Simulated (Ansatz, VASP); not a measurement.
# One calculation of Cu3Pt, two programs

```
CELL_PARAMETERS angstrom
3.68510 0.00000 0.00000
0.00000 3.68510 0.00000
0.00000 0.00000 3.68510
ATOMIC_POSITIONS crystal
Cu 0.00000 0.50000 0.50000
Cu 0.50000 0.00000 0.50000
Cu 0.50000 0.50000 0.00000
Pt 0.00000 0.00000 0.00000
```

Change from the starting cell: volume scaled by 0.98.

Alike in both runs: task single point; functional LDA; k mesh 9 × 9 × 9; occupations fermi-dirac, width 0.05 eV; no spin polarisation.

|  | VASP | Ansatz |
| --- | --- | --- |
| version | VASP 6.6.1 | Ansatz 0.2.0 |
| potentials or method | VASP PAW LDA potentials, release 64 (Cu, Pt), cutoff 520 eV | all-electron LAPW, scalar-relativistic |

VASP gave:

| Property | Result |
| --- | --- |
| pressure (GPa) | -8.0 |

**Question.** What did Ansatz give for the same quantities?

**Answer.** Pressure (GPa): -8.8.

LDA's correlation is that of Perdew and Zunger in VASP and of Perdew and Wang (1992) in Ansatz. Ansatz ran all-electron here, and VASP with PAW potentials.

Neither program's run includes spin-orbit coupling.
